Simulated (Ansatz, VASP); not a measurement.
# One calculation of In, two programs

POSCAR

```
In
1.0
   -1.6254700000      1.6254700000      2.4737000000
    1.6254700000     -1.6254700000      2.4737000000
    1.6254700000      1.6254700000     -2.4737000000
In
1
Direct
    0.0000000000      0.0000000000      0.0000000000
```

INCAR.step1

```
SYSTEM = In
PREC = Accurate ; ENCUT = 400
EDIFF = 1E-5 ; ISMEAR = 0
SIGMA = 0.1 ; LREAL = .False.
LASPH = .True. ; NELM = 120
ALGO = Normal ; ISIF = 2
LWAVE = .True. ; LCHARG = .False.
GGA = PE ; NBANDS = 12
GGA_COMPAT = .False. ; KPAR = 4
```

INCAR.step2

```
SYSTEM = In
PREC = Accurate ; ENCUT = 400
EDIFF = 1E-6 ; ISMEAR = 0
SIGMA = 0.1 ; LREAL = .False.
LASPH = .True. ; NELM = 120
ALGO = Normal ; ISIF = 2
LWAVE = .False. ; LCHARG = .False.
GGA = PE ; LHFCALC = .True.
AEXX = 0.25 ; PRECFOCK = Normal
ISTART = 1 ; NBANDS = 12
GGA_COMPAT = .False. ; KPAR = 4
```

The input KPOINTS:

```
Automatic mesh
0
Gamma
  8 8 8
  0 0 0
```

input.yaml

```yaml
crystal:
  lattice: { a: 3.25094, b: 3.25094, c: 4.9474, alpha: 90.0, beta: 90.0, gamma: 90.0 }
  space_group: 139
  reduce_to_primitive: true
  atoms:
    - { symbol: In, wyckoff: "2a", position: [0.0, 0.0, 0.0] }
hamiltonian:
  xc: pbe0
  pseudopotentials: { kind: nc, accuracy: standard }
kpoints:
  mp_grid: { grid: [8, 8, 8] }
scf:
  occupations: { method: gaussian, width: 0.1 }
  n_extra_bands: 6
output:
  forces: true
  stress: true
  eigenvalues: true
  dos: { projected: false, de: 0.05 }
```

Alike in both runs: functional PBE0; k mesh 8 × 8 × 8; occupations gaussian, width 0.1 eV; no spin polarisation.

```csv
,VASP,Ansatz
version,VASP 6.6.1,Ansatz 0.2.0
potentials or method,"VASP PAW PBE potentials, release 64 (In_d)",PseudoDojo standard (PBE files)
plane-wave cutoff (eV),400,952
valence electrons in the cell,13,13
task,single point,density of states
```

|  | VASP | Ansatz | Ansatz less VASP |
| --- | --- | --- | --- |
| gap on the k mesh at the Fermi level (eV) | none | none | - |
| pressure (GPa) | 0.3 | -1.5 | -1.73 |
| traceless stress, the component that is largest in VASP (GPa) | 3.32 | 3.58 | +0.256 |

A gap of «none» marks a metal or a gap that the smearing closes.
